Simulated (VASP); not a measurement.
# FeCo (Pm-3m) in VASP: further runs

Runs on FeCo. Level: PBE. Tasks: single point.

All numbers are computed with VASP 6.6.1; they aren't measurements. Logs are shortened: lines on timing, memory, paths and dates and some standing lists are left out, and cuts for length are marked.

**1. The cell of the first run**

It takes space group Pm-3m (No. 221, cubic). The conventional cell has a = 2.901 Å, b = 2.901 Å, c = 2.901 Å, α = 90.00°, β = 90.00°, γ = 90.00°. Fe (site symmetry m-3m) has 8 Co at 2.51 Å and 6 Fe at 2.90 Å within 3.3 Å. Co (site symmetry m-3m) has 8 Fe at 2.51 Å and 6 Co at 2.90 Å within 3.3 Å.

**2. Single point, PBE, collinear spin, ferromagnetic start (12.20 Å³/atom)**

File INCAR:

```
PREC     = Accurate       # precision mode
ENCUT    = 600            # plane-wave cutoff, eV
EDIFF    = 1E-6           # SCF threshold, eV
ISMEAR   = 0              # smearing method
SIGMA    = 0.1            # smearing width, eV
LREAL    = F              # projectors in reciprocal space
LASPH    = T              # aspherical terms in the spheres
NELM     = 200            # most SCF steps
ALGO     = Normal         # electronic algorithm
ISIF     = 2              # what is computed and relaxed
LWAVE    = F              # write WAVECAR
LCHARG   = F              # write CHGCAR
ISPIN    = 2              # spin polarisation
MAGMOM   = 3.09 2.02      # initial moments
LORBIT   = 11             # projections on sites
LMAXMIX  = 4              # l up to which the mixer works
GGA      = PE             # functional
NBANDS   = 20             # bands
GGA_COMPAT= F
```

File KPOINTS:

```
regular mesh
0
Gamma
  14 14 14
```

File POSCAR:

```
FeCo
1.0
    2.9006739264      0.0000000000      0.0000000000
    0.0000000000      2.9006739264      0.0000000000
    0.0000000000      0.0000000000      2.9006739264
Fe Co
1 1
Direct
    0.5000000000      0.5000000000      0.5000000000
    0.0000000000      0.0000000000      0.0000000000
```

Potentials or basis: VASP PAW PBE potentials, release 64 (Fe, Co).

Launch:

```sh
cat potpaw_PBE.64/Fe/POTCAR potpaw_PBE.64/Co/POTCAR > POTCAR
mpirun -np 1 vasp_std > vasp.out
```

OUTCAR:

```text
PREC = Accurate
   ENCUT = 600
   EDIFF = 1E-6
   ISMEAR = 0
   LREAL = F
   LASPH = T
   NELM = 200
   ISIF = 2
   ISPIN = 2
   LORBIT = 11
   GGA = PE

 ion  position               nearest neighbor table
   1  0.500  0.500  0.500-   2 2.51   2 2.51   2 2.51   2 2.51   2 2.51   2 2.51   2 2.51   2 2.51

   2  0.000  0.000  0.000-   1 2.51   1 2.51   1 2.51   1 2.51   1 2.51   1 2.51   1 2.51   1 2.51

  LATTYP: Found a simple cubic cell.
 ALAT       =     2.9006739264

  Lattice vectors:

 A1 = (   2.9006739264,   0.0000000000,   0.0000000000)
 A2 = (   0.0000000000,   2.9006739264,   0.0000000000)
 A3 = (   0.0000000000,   0.0000000000,   2.9006739264)

Analysis of symmetry for initial positions (statically):
=====================================================================
 Subroutine PRICEL returns:
 Original cell was already a primitive cell.

 Routine SETGRP: Setting up the symmetry group for a
 simple cubic supercell.

 Subroutine GETGRP returns: Found 48 space group operations
 (whereof 48 operations were pure point group operations)
 out of a pool of 48 trial point group operations.

The static configuration has the point symmetry O_h .

Analysis of symmetry for dynamics (positions and initial velocities):
=====================================================================
 Subroutine PRICEL returns:
 Original cell was already a primitive cell.

 Routine SETGRP: Setting up the symmetry group for a
 simple cubic supercell.

 Subroutine GETGRP returns: Found 48 space group operations
 (whereof 48 operations were pure point group operations)
 out of a pool of 48 trial point group operations.

The dynamic configuration has the point symmetry O_h .

Analysis of structural, dynamic, and magnetic symmetry:
=====================================================================
 Subroutine PRICEL returns:
 Original cell was already a primitive cell.

 Routine SETGRP: Setting up the symmetry group for a
 simple cubic supercell.

 Subroutine GETGRP returns: Found 48 space group operations
 (whereof 48 operations were pure point group operations)
 out of a pool of 48 trial point group operations.

The overall configuration has the point symmetry O_h .

 Subroutine INISYM returns: Found 48 space group operations
 (whereof 48 operations are pure point group operations),
 and found     1 'primitive' translations

----------------------------------------------------------------------------------------

                                     Primitive cell

  volume of cell :      24.4060

  direct lattice vectors                    reciprocal lattice vectors
     2.900673926  0.000000000  0.000000000     0.344747471  0.000000000  0.000000000
     0.000000000  2.900673926  0.000000000     0.000000000  0.344747471  0.000000000
     0.000000000  0.000000000  2.900673926     0.000000000  0.000000000  0.344747471

  length of vectors
     2.900673926  2.900673926  2.900673926     0.344747471  0.344747471  0.344747471

  position of ions in fractional coordinates (direct lattice)
     0.500000000  0.500000000  0.500000000
     0.000000000  0.000000000  0.000000000

  ion indices of the primitive-cell ions
   primitive index   ion index
                 1           1
                 2           2

----------------------------------------------------------------------------------------

 KPOINTS: regular mesh

Automatic generation of k-mesh.
 Grid dimensions read from file:
 generate k-points for:   14   14   14

 Generating k-lattice:

  Cartesian coordinates                     Fractional coordinates (reciprocal lattice)
     0.024624819  0.000000000  0.000000000     0.071428571  0.000000000  0.000000000
     0.000000000  0.024624819  0.000000000     0.000000000  0.071428571  0.000000000
     0.000000000  0.000000000  0.024624819     0.000000000  0.000000000  0.071428571

  Length of vectors
     0.024624819  0.024624819  0.024624819

  Shift w.r.t. Gamma in fractional coordinates (k-lattice)
     0.000000000  0.000000000  0.000000000

 Subroutine IBZKPT returns following result:
 ===========================================

 Found    120 irreducible k-points:

 Following reciprocal coordinates:
            Coordinates               Weight
  0.000000  0.000000  0.000000      1.000000
  0.071429  0.000000  0.000000      6.000000
  0.142857  0.000000  0.000000      6.000000
  0.214286  0.000000  0.000000      6.000000
  0.285714  0.000000  0.000000      6.000000
  0.357143  0.000000  0.000000      6.000000
[... 16 lines left out ...]
  0.285714  0.214286  0.000000     24.000000
  0.357143  0.214286  0.000000     24.000000
 [... further k-points ...]
   k-points           NKPTS =    120   k-points in BZ     NKDIM =    120   number of bands    NBANDS=     20
   number of dos      NEDOS =    301   number of ions     NIONS =      2
   total plane-waves  NPLWV =  13824
   dimension x,y,z NGX =    24 NGY =   24 NGZ =   24
   dimension x,y,z NGXF=    48 NGYF=   48 NGZF=   48
   ions per type =               1   1
   NGX,Y,Z   is equivalent  to a cutoff of  13.76, 13.76, 13.76 a.u.
   NGXF,Y,Z  is equivalent  to a cutoff of  27.51, 27.51, 27.51 a.u.
 SYSTEM =  unknown system
   PREC   = accura    normal or accurate (medium, high low for compatibility)
   ISTART =      0    job   : 0-new  1-cont  2-samecut
   ICHARG =      2    charge: 1-file 2-atom 10-const
   ISPIN  =      2    spin polarized calculation?
   LNONCOLLINEAR =      F non collinear calculations
   LSORBIT =      F    spin-orbit coupling
   LASPH  =      T    aspherical Exc in radial PAW
   ENCUT  =  600.0 eV  44.10 Ry    6.64 a.u.   5.79  5.79  5.79*2*pi/ulx,y,z
   NELM   =    200;   NELMIN=  2; NELMDL= -5     # of ELM steps
   EDIFF  = 0.1E-05   stopping-criterion for ELM
   LREAL  =      F    real-space projection
[... 7 lines left out ...]
   TEBEG  =    0.0;   TEEND  =   0.0 temperature during run
   PSTRESS=    0.0 pullay stress
   NELECT =      17.0000    total number of electrons
   NUPDOWN=      -1.0000    fix difference up-down
   EMIN   =  10.00;   EMAX   =-10.00  energy-range for DOS
   EFERMI =   0.00;   METHOD = LEGACY
   ISMEAR =     0;   SIGMA  =   0.10  broadening in eV -4-tet -1-fermi 0-gaus
   EFERMI_NEDOS =   21; number of points for ismear=-14 and -15
   IALGO  =     38    algorithm
   IMIX   =      4    mixing-type and parameters
     AMIX     =   0.40;   BMIX     =  1.00
     AMIX_MAG =   1.60;   BMIX_MAG =  1.00
  volume/ion in A,a.u.               =      12.20        82.35
  Fermi-wavevector in a.u.,A,eV,Ry     =   1.451194  2.742360 28.653391  2.105965
  Thomas-Fermi vector in A             =   2.568719
   LORBIT       =     11    0 simple, 1 ext, 2 COOP (PROOUT), +10 PAW based schemes
   GGA     = PE    functional components
   LHFCALC =     F    Hartree Fock is set to
   AEXX    =    0.0000 exact exchange contribution
   IVDW    =     0    specifies the selected vdW correction
   LEPSILON=     F    determine dielectric tensor
   LRPA    =     F    only Hartree local field effects (RPA)
 spin polarized calculation
 Gauss-broadening in eV      SIGMA  =   0.10
  energy-cutoff  :      600.00
  volume of cell :       24.41
 maximum number of plane-waves:       840
 NGX is ok and might be reduce to    24
   NGX = 11   NGY = 11   NGZ = 11

 number of electron      16.9999998 magnetization       4.5799863

 Free energy of the ion-electron system (eV)
  ---------------------------------------------------
  ext. energy  EPLUGINS =         0.00000000
  ---------------------------------------------------
  free energy    TOTEN  =       -15.35833530 eV

  energy without entropy =      -15.35095165  energy(sigma->0) =      -15.35464348

 E-fermi :   7.4559     XC(G=0): -12.7201

 val. band max:        7.4535018468   @ k =   0.4286   0.2143   0.0000
 cond. band min:       7.4652138895   @ k =   0.2857   0.2857   0.0000
 fundamental gap:      0.0117120426
 Fermi energy:         7.4559310088

 spin component 1

 k-point     1 :       0.0000    0.0000    0.0000
  band No.  band energies     occupation
      1      -1.2534      1.00000
      2       2.2960      1.00000
      3       2.2960      1.00000
      4       4.3931      1.00000
      5       4.3931      1.00000
      6       4.3931      1.00000
[... 12 lines left out ...]
     19      31.3290      0.00000
     20      31.3290      0.00000

 k-point     2 :       0.0714    0.0000    0.0000
  band No.  band energies     occupation
      1      -1.1541      1.00000
      2       2.3342      1.00000
      3       2.3349      1.00000
      4       4.3926      1.00000
      5       4.3926      1.00000
      6       4.4173      1.00000
[... 12 lines left out ...]
     19      31.1777      0.00000
     20      31.1777      0.00000
[... 465 lines left out ...]
      3       3.2592      1.00000
      4       3.9616      1.00000
      5       4.2901      1.00000
      6       4.7210      1.00000
[... 12 lines left out ...]
     19      28.4642      0.00000
     20      30.8046      0.00000

 k-point    24 :       0.3571    0.2143    0.0000
  band No.  band energies     occupation
      1       1.5229      1.00000
      2       2.8212      1.00000
      3       3.5264      1.00000
      4       3.9369      1.00000
      5       4.2849      1.00000
      6       4.4551      1.00000
[... 12 lines left out ...]
     19      29.3277      0.00000
     20      31.6133      0.00000

 [... further k-points ...]

 spin component 2

 k-point     1 :       0.0000    0.0000    0.0000
  band No.  band energies     occupation
      1      -1.1223      1.00000
      2       4.2418      1.00000
      3       4.2419      1.00000
      4       6.3505      1.00000
      5       6.3505      1.00000
      6       6.3505      1.00000
[... 12 lines left out ...]
     19      31.0533      0.00000
     20      31.0533      0.00000

 k-point     2 :       0.0714    0.0000    0.0000
  band No.  band energies     occupation
      1      -1.0227      1.00000
      2       4.2705      1.00000
      3       4.2886      1.00000
      4       6.3449      1.00000
      5       6.3449      1.00000
      6       6.3753      1.00000
[... 12 lines left out ...]
     19      30.9607      0.00000
     20      30.9607      0.00000
[... 465 lines left out ...]
      3       5.1138      1.00000
      4       5.8432      1.00000
      5       6.0995      1.00000
      6       6.5468      1.00000
[... 12 lines left out ...]
     19      28.9352      0.00000
     20      31.2267      0.00000

 k-point    24 :       0.3571    0.2143    0.0000
  band No.  band energies     occupation
      1       1.8629      1.00000
      2       4.3553      1.00000
      3       5.3933      1.00000
      4       5.8027      1.00000
      5       6.0633      1.00000
      6       6.3058      1.00000
[... 12 lines left out ...]
     19      29.6668      0.00000
     20      32.0211      0.00000

 [... further k-points ...]

------------------------ aborting loop because EDIFF is reached ----------------------------------------

  FORCE on cell =-STRESS in cart. coord.  units (eV):
  Direction    XX          YY          ZZ          XY          YZ          ZX
  --------------------------------------------------------------------------------------
  -------------------------------------------------------------------------------------
  Total       -1.5658153     -1.5658153     -1.5658153      0.0000000      0.0000000     -0.0000000
  in kB     -102.7908300   -102.7908300   -102.7908300      0.0000000      0.0000000     -0.0000000
  external PRESSURE =    -102.7908300 kB  Pullay stress =       0.0000000 kB

 VOLUME and BASIS-vectors are now :
 -----------------------------------------------------------------------------
  energy-cutoff  :      600.00
  volume of cell :       24.41
      direct lattice vectors                 reciprocal lattice vectors
     2.900673926  0.000000000  0.000000000     0.344747471  0.000000000  0.000000000
     0.000000000  2.900673926  0.000000000     0.000000000  0.344747471  0.000000000
     0.000000000  0.000000000  2.900673926     0.000000000  0.000000000  0.344747471

 POSITION                                       TOTAL-FORCE (eV/Angst)
 -----------------------------------------------------------------------------------
      1.45034      1.45034      1.45034         0.000000      0.000000      0.000000
      0.00000      0.00000      0.00000         0.000000      0.000000      0.000000
 -----------------------------------------------------------------------------------
    total drift:                                0.000000      0.000000     -0.000000

  FREE ENERGIE OF THE ION-ELECTRON SYSTEM (eV)
  ---------------------------------------------------
  free  energy   TOTEN  =       -15.3583352968 eV

  energy  without entropy=      -15.3509516544  energy(sigma->0) =      -15.35464348

 total charge

# of ion       s       p       d       tot
------------------------------------------
    1        0.451   0.481   6.108   7.039
    2        0.460   0.465   7.212   8.136
--------------------------------------------------
tot          0.910   0.945  13.319  15.175

 magnetization (x)

# of ion       s       p       d       tot
------------------------------------------
    1        0.002  -0.043   2.881   2.841
    2       -0.012  -0.053   1.845   1.780
--------------------------------------------------
tot         -0.010  -0.096   4.727   4.621
```

It took 66 s on 1 thread of AMD EPYC 9R45 (Zen 5), shared host; peak memory 0.21 GiB.

What came out:

| Quantity | Value |
| --- | --- |
| Free energy | -15.3583 eV |
| Pressure | -10.3 GPa |
| Net moment | 4.58 μB per cell |
| Site moments | Fe +2.84; Co +1.78 μB |
| Valence electrons inside the program's atomic spheres | Fe 7.04; Co 8.14 |

Levels at points of the mesh, in eV from the Fermi level:
Spin up:
```tsv
k point	band 8	band 9	band 10	band 11	band 12	band 13	band 14	band 15
(0.00, 0.00, 0.00)	-2.09	-1.05	-1.05	-1.05	8.67	8.67	8.67	14.05
(0.50, 0.00, 0.00)	-2.53	-2.18	-1.96	-1.02	-0.82	15.20	15.20	15.36
(0.50, 0.50, 0.00)	-1.91	-0.83	-0.83	-0.15	-0.15	5.54	5.72	17.16
(0.50, 0.50, 0.50)	-1.96	-1.88	-1.88	7.20	7.20	7.20	7.27	7.27
```
Spin down:
```
           k point  band 3  band 4  band 5  band 6  band 7  band 8  band 9  band 10
(0.00, 0.00, 0.00)   -3.21   -1.11   -1.11   -1.11    0.76    0.76    1.37     1.37
(0.50, 0.00, 0.00)   -1.49   -1.08   -1.08   -1.02   -0.39   -0.28   -0.28     0.61
(0.50, 0.50, 0.00)   -2.14   -2.14   -0.09   -0.09    0.48    0.56    0.73     1.37
(0.50, 0.50, 0.50)   -2.47   -2.08   -2.08   -2.08    0.59    0.59    1.41     1.41
```

Caveat: the cell stands under tension.

**3. Single point, PBE, collinear spin, ferromagnetic start (12.66 Å³/atom)**

This run uses another cell than the first one, of 12.66 Å³/atom.

File INCAR:

```
SYSTEM = FeCo
PREC = Accurate
ENCUT = 600
EDIFF = 1E-6
ISMEAR = 0
SIGMA = 0.1
LREAL = .FALSE.
LASPH = .TRUE.
NELM = 200
ALGO = Normal
ISIF = 2
LWAVE = .FALSE.
LCHARG = .TRUE.
ISPIN = 2
MAGMOM = 3.09 2.02
LORBIT = 11
LMAXMIX = 4
GGA = PE
LELF = .TRUE.
LVHAR = .TRUE.
NBANDS = 20
GGA_COMPAT = .FALSE.
```

File KPOINTS:

```
regular mesh
0
G
  14 14 14
  0 0 0
```

File POSCAR:

```
FeCo
1.0
    2.9367108277      0.0000000000      0.0000000000
    0.0000000000      2.9367108277      0.0000000000
    0.0000000000      0.0000000000      2.9367108277
Fe Co
1 1
Direct
    0.5000000000      0.5000000000      0.5000000000
    0.0000000000      0.0000000000      0.0000000000
```

Potentials or basis: VASP PAW PBE potentials, release 64 (Fe, Co).

Launch:

```sh
cat potpaw_PBE.64/Fe/POTCAR potpaw_PBE.64/Co/POTCAR > POTCAR
mpirun -np 1 vasp_std > vasp.out
```

It took 68 s on 1 thread of AMD EPYC 9R45 (Zen 5), shared host; peak memory 0.21 GiB.

Results (log left out):

| Property | Result |
| --- | --- |
| Free energy | -15.2854 eV |
| Pressure | -14.8 GPa |
| Net moment | 4.64 μB per cell |
| Site moments | Fe +2.89; Co +1.80 μB |
| Valence electrons inside the program's atomic spheres | Fe 6.97; Co 8.08 |

Levels at points of the mesh, in eV from the Fermi level:
Spin up:
```csv
k point,band 9,band 10,band 11,band 12,band 13,band 14
"(0.00, 0.00, 0.00)",-1.12,-1.12,-1.12,8.44,8.44,8.44
"(0.50, 0.00, 0.00)",-2.23,-1.94,-1.07,-0.93,14.76,14.76
"(0.50, 0.50, 0.00)",-0.92,-0.92,-0.12,-0.12,5.24,5.41
"(0.50, 0.50, 0.50)",-1.95,-1.95,6.97,6.97,6.97,7.04
```
Spin down:
| k point | band 3 | band 4 | band 5 | band 6 | band 7 | band 8 | band 9 | band 10 |
| --- | --- | --- | --- | --- | --- | --- | --- | --- |
| (0.00, 0.00, 0.00) | -3.02 | -1.04 | -1.04 | -1.04 | 0.76 | 0.76 | 1.32 | 1.32 |
| (0.50, 0.00, 0.00) | -1.37 | -1.02 | -1.02 | -0.93 | -0.36 | -0.24 | -0.24 | 0.61 |
| (0.50, 0.50, 0.00) | -2.02 | -2.02 | -0.08 | -0.08 | 0.48 | 0.57 | 0.72 | 1.34 |
| (0.50, 0.50, 0.50) | -2.35 | -1.97 | -1.97 | -1.97 | 0.60 | 0.60 | 1.38 | 1.38 |

Caveat: the cell stands under tension.
